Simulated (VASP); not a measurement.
A run of VASP 6.6.1:

File INCAR:

```
PREC     = Accurate       # precision mode
ENCUT    = 520            # plane-wave cutoff, eV
EDIFF    = 1E-6           # SCF threshold, eV
ISMEAR   = 0              # smearing method
SIGMA    = 0.1            # smearing width, eV
LREAL    = F              # projectors in reciprocal space
LASPH    = T              # aspherical terms in the spheres
NELM     = 100            # most SCF steps
ALGO     = Normal         # electronic algorithm
ISIF     = 2              # what is computed and relaxed
LWAVE    = F              # write WAVECAR
LCHARG   = F              # write CHGCAR
LDIPOL   = T            
IDIPOL   = 3            
DIPOL    = 0.5 0.5 0.500
GGA      = PS             # functional
NBANDS   = 54             # bands
```

KPOINTS

```
Automatic mesh
0
Gamma
  10 10 1
```

Contents of POSCAR:

```
HfC
1.0
    3.2580963670      0.0000000000      0.0000000000
    0.0000000000      3.2580963670      0.0000000000
    0.0000000000      0.0000000000     33.5415769010
Hf C
6 6
Direct
    0.9999999999      0.0000000000      0.3308308414
    0.5000000000      0.5000000000      0.3977449930
    0.9999999999      0.0000000000      0.4657898105
    0.5000000000      0.5000000000      0.5342101894
    0.9999999999      0.0000000000      0.6022550069
    0.5000000000      0.5000000000      0.6691691583
    0.5000000000      0.5000000000      0.3279511882
    0.9999999999      0.0000000000      0.3965429384
    0.5000000000      0.5000000000      0.4653410295
    0.9999999999      0.0000000000      0.5346589699
    0.5000000000      0.5000000000      0.6034570619
    0.9999999999      0.0000000000      0.6720488118
```

Potentials or basis: VASP PAW PBE potentials, release 64 (Hf_pv, C).

The run is started by

```sh
$ cat potpaw_PBE.64/Hf_pv/POTCAR potpaw_PBE.64/C/POTCAR > POTCAR
$ mpirun -np 1 vasp_std > vasp.out
```

Hardware: 1 thread of AMD EPYC 7571, on a shared host.

Problem. How long does it take, and how much memory?

Solution. It took 38 min on 1 thread of AMD EPYC 7571, on a shared host, peak memory 0.54 GiB. Counts: scf iterations 34, k points 21.
